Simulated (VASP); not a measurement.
# Rh (Fm-3m) in VASP: further runs

Rh is run at these levels: PBE; tasks: electric field gradients.

All numbers are computed with VASP 6.6.1; they aren't measurements. Logs are shortened: lines on timing, memory, paths and dates and some standing lists are left out, and cuts for length are marked.

## Step 1: The cell of the first run

It takes space group Fm-3m (No. 225, cubic). Conventional cell: a = 3.790 Å, b = 3.790 Å, c = 3.790 Å, α = 90.00°, β = 90.00°, γ = 90.00°. Within 3.5 Å of Rh (site symmetry m-3m) lie 12 Rh at 2.68 Å.

## Step 2: Electric field gradients, PBE (volume scaled by 0.99)

Contents of INCAR:

```
PREC     = Accurate       # precision mode
ENCUT    = 520            # plane-wave cutoff, eV
EDIFF    = 1E-8           # SCF threshold, eV
ISMEAR   = -1             # smearing method
SIGMA    = 0.08           # smearing width, eV
LREAL    = F              # projectors in reciprocal space
LASPH    = T              # aspherical terms in the spheres
NELM     = 100            # most SCF steps
ALGO     = Normal         # electronic algorithm
ISIF     = 2              # what is computed and relaxed
LWAVE    = F              # write WAVECAR
LCHARG   = F              # write CHGCAR
GGA      = PE             # functional
LEFG     = T            
NBANDS   = 14             # bands
```

Contents of KPOINTS:

```
Automatic mesh
0
Gamma
  16 16 16
```

Contents of POSCAR:

```
Rh
1.0
    0.0000000000      1.8951902535      1.8951902535
    1.8951902535      0.0000000000      1.8951902535
    1.8951902535      1.8951902535      0.0000000000
Rh
1
Direct
    0.0000000000      0.0000000000      0.0000000000
```

Potentials or basis: VASP PAW PBE potentials, release 64 (Rh_pv).

On the command line:

```
> cat potpaw_PBE.64/Rh_pv/POTCAR > POTCAR
> mpirun -np 1 vasp_std > vasp.out
```

OUTCAR:

```text
PREC = Accurate
   ENCUT = 520
   EDIFF = 1E-8
   ISMEAR = -1
   LREAL = F
   LASPH = T
   NELM = 100
   ISIF = 2
   GGA = PE

 ion  position               nearest neighbor table
   1  0.000  0.000  0.000-

  LATTYP: Found a face centered cubic cell.
 ALAT       =     3.7903805070

  Lattice vectors:

 A1 = (   0.0000000000,   1.8951902535,   1.8951902535)
 A2 = (   1.8951902535,   0.0000000000,   1.8951902535)
 A3 = (   1.8951902535,   1.8951902535,   0.0000000000)

Analysis of symmetry for initial positions (statically):
=====================================================================
 Subroutine PRICEL returns:
 Original cell was already a primitive cell.

 Routine SETGRP: Setting up the symmetry group for a
 face centered cubic supercell.

 Subroutine GETGRP returns: Found 48 space group operations
 (whereof 48 operations were pure point group operations)
 out of a pool of 48 trial point group operations.

The static configuration has the point symmetry O_h .

Analysis of symmetry for dynamics (positions and initial velocities):
=====================================================================
 Subroutine PRICEL returns:
 Original cell was already a primitive cell.

 Routine SETGRP: Setting up the symmetry group for a
 face centered cubic supercell.

 Subroutine GETGRP returns: Found 48 space group operations
 (whereof 48 operations were pure point group operations)
 out of a pool of 48 trial point group operations.

The dynamic configuration has the point symmetry O_h .

 Subroutine INISYM returns: Found 48 space group operations
 (whereof 48 operations are pure point group operations),
 and found     1 'primitive' translations

----------------------------------------------------------------------------------------

                                     Primitive cell

  volume of cell :      13.6141

  direct lattice vectors                    reciprocal lattice vectors
     0.000000000  1.895190254  1.895190254    -0.263825755  0.263825755  0.263825755
     1.895190254  0.000000000  1.895190254     0.263825755 -0.263825755  0.263825755
     1.895190254  1.895190254  0.000000000     0.263825755  0.263825755 -0.263825755

  length of vectors
     2.680203760  2.680203760  2.680203760     0.456959612  0.456959612  0.456959612

  position of ions in fractional coordinates (direct lattice)
     0.000000000  0.000000000  0.000000000

  ion indices of the primitive-cell ions
   primitive index   ion index
                 1           1

----------------------------------------------------------------------------------------

 KPOINTS: Automatic mesh

Automatic generation of k-mesh.
 Grid dimensions read from file:
 generate k-points for:   16   16   16

 Generating k-lattice:

  Cartesian coordinates                     Fractional coordinates (reciprocal lattice)
    -0.016489110  0.016489110  0.016489110     0.062500000  0.000000000  0.000000000
     0.016489110 -0.016489110  0.016489110     0.000000000  0.062500000  0.000000000
     0.016489110  0.016489110 -0.016489110     0.000000000  0.000000000  0.062500000

  Length of vectors
     0.028559976  0.028559976  0.028559976

  Shift w.r.t. Gamma in fractional coordinates (k-lattice)
     0.000000000  0.000000000  0.000000000

 Subroutine IBZKPT returns following result:
 ===========================================

 Found    145 irreducible k-points:

 Following reciprocal coordinates:
            Coordinates               Weight
  0.000000  0.000000  0.000000      1.000000
  0.062500  0.000000  0.000000      8.000000
  0.125000  0.000000  0.000000      8.000000
  0.187500  0.000000  0.000000      8.000000
  0.250000  0.000000  0.000000      8.000000
  0.312500  0.000000  0.000000      8.000000
[... 16 lines left out ...]
 -0.125000  0.062500  0.000000     24.000000
 -0.062500  0.062500  0.000000     12.000000
 [... further k-points ...]
   k-points           NKPTS =    145   k-points in BZ     NKDIM =    145   number of bands    NBANDS=     14
   number of dos      NEDOS =    301   number of ions     NIONS =      1
   total plane-waves  NPLWV =   8000
   dimension x,y,z NGX =    20 NGY =   20 NGZ =   20
   dimension x,y,z NGXF=    40 NGYF=   40 NGZF=   40
   ions per type =               1
   NGX,Y,Z   is equivalent  to a cutoff of  12.41, 12.41, 12.41 a.u.
   NGXF,Y,Z  is equivalent  to a cutoff of  24.81, 24.81, 24.81 a.u.
 SYSTEM =  unknown system
   PREC   = accura    normal or accurate (medium, high low for compatibility)
   ISTART =      0    job   : 0-new  1-cont  2-samecut
   ICHARG =      2    charge: 1-file 2-atom 10-const
   ISPIN  =      1    spin polarized calculation?
   LNONCOLLINEAR =      F non collinear calculations
   LSORBIT =      F    spin-orbit coupling
   LASPH  =      T    aspherical Exc in radial PAW
   ENCUT  =  520.0 eV  38.22 Ry    6.18 a.u.   4.98  4.98  4.98*2*pi/ulx,y,z
   NELM   =    100;   NELMIN=  2; NELMDL= -5     # of ELM steps
   EDIFF  = 0.1E-07   stopping-criterion for ELM
   LREAL  =      F    real-space projection
   EDIFFG = 0.1E-06   stopping-criterion for IOM
   NSW    =      0    number of steps for IOM
   IBRION =     -1    ionic relax: 0-MD 1-quasi-New 2-CG
   NFREE  =      0    steps in history (QN), initial steepest desc. (CG)
   ISIF   =      2    stress and relaxation
   ISYM   =      2    0-nonsym 1-usesym 2-fastsym
   POTIM  = 0.5000    time-step for ionic-motion
   TEBEG  =    0.0;   TEEND  =   0.0 temperature during run
   PSTRESS=    0.0 pullay stress
   NELECT =      15.0000    total number of electrons
   NUPDOWN=      -1.0000    fix difference up-down
   EMIN   =  10.00;   EMAX   =-10.00  energy-range for DOS
   EFERMI =   0.00;   METHOD = LEGACY
   ISMEAR =    -1;   SIGMA  =   0.08  broadening in eV -4-tet -1-fermi 0-gaus
   EFERMI_NEDOS =   21; number of points for ismear=-14 and -15
   IALGO  =     38    algorithm
   IMIX   =      4    mixing-type and parameters
     AMIX     =   0.40;   BMIX     =  1.00
     AMIX_MAG =   1.60;   BMIX_MAG =  1.00
  volume/ion in A,a.u.               =      13.61        91.87
  Fermi-wavevector in a.u.,A,eV,Ry     =   1.690866  3.195273 38.899420  2.859027
  Thomas-Fermi vector in A             =   2.772736
   LORBIT       =      0    0 simple, 1 ext, 2 COOP (PROOUT), +10 PAW based schemes
   GGA     = PE    functional components
   LHFCALC =     F    Hartree Fock is set to
   AEXX    =    0.0000 exact exchange contribution
   IVDW    =     0    specifies the selected vdW correction
   LEPSILON=     F    determine dielectric tensor
   LRPA    =     F    only Hartree local field effects (RPA)
 non-spin polarized calculation
  energy-cutoff  :      520.00
  volume of cell :       13.61
 maximum number of plane-waves:       380
   NGX =  9   NGY =  9   NGZ =  9

 number of electron      15.0000007 magnetization

 Free energy of the ion-electron system (eV)
  ---------------------------------------------------
  ext. energy  EPLUGINS =         0.00000000
  ---------------------------------------------------
  free energy    TOTEN  =        -7.26101243 eV

  energy without entropy =       -7.23187511  energy(sigma->0) =       -7.24644377

 E-fermi :  12.0790     XC(G=0): -14.0948

 val. band max:       12.0739378164   @ k =  -0.3750   0.2500   0.0000
 cond. band min:      12.0789730684   @ k =  -0.3750   0.0625   0.0000
 fundamental gap:      0.0050352520
 Fermi energy:        12.0789621830

 k-point     1 :       0.0000    0.0000    0.0000
  band No.  band energies     occupation
      1     -34.3074      2.00000
      2     -34.3074      2.00000
      3     -34.3074      2.00000
      4       4.0539      2.00000
      5       8.9630      2.00000
      6       8.9630      2.00000
      7       8.9630      2.00000
      8      11.0818      1.99999
      9      11.0818      1.99999
     10      28.0742      0.00000
     11      32.5941      0.00000
     12      33.5913      0.00000
     13      33.5913      0.00000
     14      33.5913      0.00000

 k-point     2 :       0.0625    0.0000    0.0000
  band No.  band energies     occupation
      1     -34.3373      2.00000
      2     -34.3114      2.00000
      3     -34.3114      2.00000
      4       4.2129      2.00000
      5       8.8922      2.00000
      6       9.0253      2.00000
      7       9.0253      2.00000
      8      11.0468      2.00000
      9      11.0468      2.00000
     10      28.3066      0.00000
[... 362 lines left out ...]
 k-point    24 :      -0.0625    0.0625    0.0000
  band No.  band energies     occupation
      1     -34.3792      2.00000
      2     -34.3291      2.00000
      3     -34.3130      2.00000
      4       4.4701      2.00000
      5       8.7597      2.00000
      6       9.1108      2.00000
      7       9.1594      2.00000
      8      10.8913      2.00000
      9      11.1071      1.99999
     10      28.6682      0.00000
     11      31.8951      0.00000
     12      32.5960      0.00000
     13      33.6545      0.00000
     14      34.4569      0.00000

 [... further k-points ...]

------------------------ aborting loop because EDIFF is reached ----------------------------------------

  FORCE on cell =-STRESS in cart. coord.  units (eV):
  Direction    XX          YY          ZZ          XY          YZ          ZX
  --------------------------------------------------------------------------------------
  -------------------------------------------------------------------------------------
  Total        0.7663761      0.7663761      0.7663761      0.0000000      0.0000000      0.0000000
  in kB       90.1911904     90.1911904     90.1911904      0.0000000      0.0000000      0.0000000
  external PRESSURE =      90.1911904 kB  Pullay stress =       0.0000000 kB

 VOLUME and BASIS-vectors are now :
 -----------------------------------------------------------------------------
  energy-cutoff  :      520.00
  volume of cell :       13.61
      direct lattice vectors                 reciprocal lattice vectors
     0.000000000  1.895190254  1.895190254    -0.263825755  0.263825755  0.263825755
     1.895190254  0.000000000  1.895190254     0.263825755 -0.263825755  0.263825755
     1.895190254  1.895190254  0.000000000     0.263825755  0.263825755 -0.263825755

 POSITION                                       TOTAL-FORCE (eV/Angst)
 -----------------------------------------------------------------------------------
      0.00000      0.00000      0.00000         0.000000      0.000000      0.000000
 -----------------------------------------------------------------------------------
    total drift:                                0.000000      0.000000      0.000000

  FREE ENERGIE OF THE ION-ELECTRON SYSTEM (eV)
  ---------------------------------------------------
  free  energy   TOTEN  =        -7.2610124292 eV

  energy  without entropy=       -7.2318751096  energy(sigma->0) =       -7.24644377

 Electric field gradients (V/A^2)
---------------------------------------------------------------------
 ion       V_xx      V_yy      V_zz      V_xy      V_xz      V_yz
---------------------------------------------------------------------
   1       0.000     0.000    -0.000     0.001     0.001     0.001
---------------------------------------------------------------------

 Electric field gradients after diagonalization (V/A^2)
 (convention: |V_zz| > |V_xx| > |V_yy|)
----------------------------------------------------------------------
 ion       V_xx      V_yy      V_zz     asymmetry (V_yy - V_xx)/ V_zz
----------------------------------------------------------------------
   1      -0.001    -0.001     0.001       0.000
----------------------------------------------------------------------

           NMR quadrupolar parameters

 Cq : quadrupolar parameter    Cq=e*Q*V_zz/h
 eta: asymmetry parameters     (V_yy - V_xx)/ V_zz
 Q  : nuclear electric quadrupole moment in mb (millibarn)
----------------------------------------------------------------------
 ion       Cq(MHz)       eta       Q (mb)
----------------------------------------------------------------------
   1       0.000       0.000       1.000
----------------------------------------------------------------------
```

Wall time 34 s (1 thread of Intel Xeon Platinum 8259CL at 2.50GHz (Skylake/Cascade Lake), shared host); peak memory 0.14 GiB.

Results:

| Quantity | Value |
| --- | --- |
| Free energy | -7.2610 eV |
| Pressure | 9.0 GPa |

Caveat: without QUAD_EFG the Cq values of the log hold for a quadrupole moment of 1 mb, not for the nuclei.

## Step 3: Electric field gradients, PBE (volume scaled by 1.02)

Contents of INCAR:

```
SYSTEM = Rh
ALGO     = Normal         ! electronic algorithm
EDIFF    = 1E-8           ! SCF threshold, eV
ENCUT    = 520            ! plane-wave cutoff, eV
GGA      = PE             ! functional
ISIF     = 2              ! what is computed and relaxed
ISMEAR   = -1             ! smearing method
LASPH    = .TRUE.         ! aspherical terms in the spheres
LCHARG   = .FALSE.        ! write CHGCAR
LEFG     = .TRUE.       
LREAL    = .FALSE.        ! projectors in reciprocal space
LWAVE    = .FALSE.        ! write WAVECAR
NBANDS   = 14             ! bands
NELM     = 60             ! most SCF steps
PREC     = Accurate       ! precision mode
SIGMA    = 0.08           ! smearing width, eV
```

Contents of KPOINTS:

```
k-points
0
G
  16 16 16
  0 0 0
```

Contents of POSCAR:

```
Rh
1.0
    0.0000000000      1.9141434134      1.9141434134
    1.9141434134      0.0000000000      1.9141434134
    1.9141434134      1.9141434134      0.0000000000
Rh
1
Direct
    0.0000000000      0.0000000000      0.0000000000
```

Potentials or basis: VASP PAW PBE potentials, release 64 (Rh_pv).

On the command line:

```
> cat potpaw_PBE.64/Rh_pv/POTCAR > POTCAR
> mpirun -np 1 vasp_std > vasp.out
```

OUTCAR:

```text
SYSTEM = Rh
   EDIFF = 1E-8
   ENCUT = 520
   GGA = PE
   ISIF = 2
   ISMEAR = -1
   LASPH = .TRUE.
   LREAL = .FALSE.
   NELM = 60
   PREC = Accurate

 ion  position               nearest neighbor table
   1  0.000  0.000  0.000-

  LATTYP: Found a face centered cubic cell.
 ALAT       =     3.8282868268

  Lattice vectors:

 A1 = (   0.0000000000,   1.9141434134,   1.9141434134)
 A2 = (   1.9141434134,   0.0000000000,   1.9141434134)
 A3 = (   1.9141434134,   1.9141434134,   0.0000000000)

[... 611 lines left out ...]
    total drift:                                0.000000     -0.000000      0.000000

  FREE ENERGIE OF THE ION-ELECTRON SYSTEM (eV)
  ---------------------------------------------------
  free  energy   TOTEN  =        -7.2734099370 eV

  energy  without entropy=       -7.2428932391  energy(sigma->0) =       -7.25815159

 Electric field gradients (V/A^2)
---------------------------------------------------------------------
 ion       V_xx      V_yy      V_zz      V_xy      V_xz      V_yz
---------------------------------------------------------------------
   1      -0.000     0.000     0.000     0.000     0.000     0.000
---------------------------------------------------------------------

 Electric field gradients after diagonalization (V/A^2)
 (convention: |V_zz| > |V_xx| > |V_yy|)
----------------------------------------------------------------------
 ion       V_xx      V_yy      V_zz     asymmetry (V_yy - V_xx)/ V_zz
----------------------------------------------------------------------
   1      -0.000    -0.000     0.000       0.000
----------------------------------------------------------------------

           NMR quadrupolar parameters

 Cq : quadrupolar parameter    Cq=e*Q*V_zz/h
 eta: asymmetry parameters     (V_yy - V_xx)/ V_zz
 Q  : nuclear electric quadrupole moment in mb (millibarn)
----------------------------------------------------------------------
 ion       Cq(MHz)       eta       Q (mb)
----------------------------------------------------------------------
   1       0.000       0.000       1.000
----------------------------------------------------------------------
```

stdout:

```text
POSCAR found type information on POSCAR Rh
 POSCAR found :  1 types and       1 ions
 scaLAPACK will be used
 LDA part: xc-table for (Slater+PW92), standard interpolation
 POSCAR, INCAR and KPOINTS ok, starting setup
 FFT: planning ... GRIDC
 FFT: planning ... GRID_SOFT
 FFT: planning ... GRID
 WAVECAR not read
 entering main loop
ion   1
```

It took 26 s on 1 thread of Intel Xeon Platinum 8259CL at 2.50GHz (Skylake/Cascade Lake), shared host; peak memory 0.14 GiB.

Results:

| Quantity | Value |
| --- | --- |
| Free energy | -7.2734 eV |
| Pressure | 0.7 GPa |

Levels at points of the mesh, in eV from the Fermi level:
| k point | band 4 | band 5 | band 6 | band 7 | band 8 | band 9 | band 10 | band 11 |
| --- | --- | --- | --- | --- | --- | --- | --- | --- |
| (0.00, 0.00, 0.00) | -7.80 | -2.97 | -2.97 | -2.97 | -0.95 | -0.95 | 16.02 | 20.60 |
| (0.50, 0.00, 0.00) | -5.94 | -3.05 | -3.05 | 0.56 | 0.56 | 0.76 | 8.45 | 15.51 |
| (0.50, 0.50, 0.00) | -6.12 | -5.76 | 0.53 | 0.96 | 0.96 | 3.25 | 12.03 | 13.21 |

Caveat: without QUAD_EFG the Cq values of the log hold for a quadrupole moment of 1 mb, not for the nuclei.
